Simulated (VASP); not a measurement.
## Zn4SeS3: single point with PBE

Crystal: Zn4SeS3.

```
Zn Se S
1.0
     3.97697    0.00000    0.00000
     0.00000    3.97697    0.00000
     0.00000    0.00000   11.24481
Zn Se S
4 1 3
Direct
  0.50000 0.00000 0.87850
  0.00000 0.50000 0.12150
  0.50000 0.00000 0.36510
  0.00000 0.50000 0.63490
  0.00000 0.00000 0.50000
  0.00000 0.00000 0.00000
  0.50000 0.50000 0.24325
  0.50000 0.50000 0.75675
```

This cell differs from its parent crystal: volume scaled by 1.06, then relaxed in part.

```json
{
  "Program": "VASP 6.6.1",
  "Task": "single point",
  "Functional": "PBE",
  "Potentials or basis": "VASP PAW PBE potentials, release 64 (Zn, Se, S)",
  "Cutoff": "520 eV",
  "k mesh": "8 × 8 × 4",
  "Occupations": "gaussian, width 0.02 eV",
  "Spin": "no spin polarisation",
  "Dipole correction": "no",
  "Further INCAR settings": "ALGO = Normal; EDIFF = 1e-06; NBANDS = 46"
}
```

- Pressure: -3.2 GPa
- Largest force: 0.004 eV/Å
- Band gap on the k mesh: 1.46 eV, direct

Forces in eV/Å, atoms in the order of the input:
```
Zn   0.000  0.000  0.002
Zn   0.000  0.000 -0.002
Zn   0.000  0.000 -0.002
Zn   0.000  0.000  0.002
Se   0.000  0.000  0.000
S    0.000  0.000  0.000
S    0.000  0.000 -0.004
S    0.000  0.000  0.004
```

Levels at points of the mesh, in eV from the valence-band top:
```
           k point  band 32  band 33  band 34  band 35  band 36  band 37  band 38  band 39  band 40  band 41
(0.00, 0.00, 0.00)    -0.99    -0.99    -0.09     0.00     0.00     1.46     3.40     3.75     3.93     4.03
(0.50, 0.00, 0.00)    -1.02    -1.00    -0.85    -0.81    -0.31     2.81     2.91     4.22     4.40     6.29
(0.50, 0.50, 0.00)    -2.43    -2.10    -1.99    -1.99    -1.85     3.28     3.51     3.81     3.81     5.44
(0.00, 0.00, 0.50)    -1.17    -0.58    -0.58    -0.19    -0.19     2.63     2.74     3.63     3.68     3.97
(0.50, 0.00, 0.50)    -1.44    -1.02    -1.02    -1.01    -0.31     3.44     3.57     3.57     3.69     6.16
(0.50, 0.50, 0.50)    -2.30    -2.26    -2.19    -2.19    -1.98     4.01     4.23     4.26     4.31     4.40
```

Run time: 6 min on 1 thread of Oxide Virtual Turin-like Processor, on a shared host, peak memory 0.41 GiB.

 A k mesh can miss the band edges.
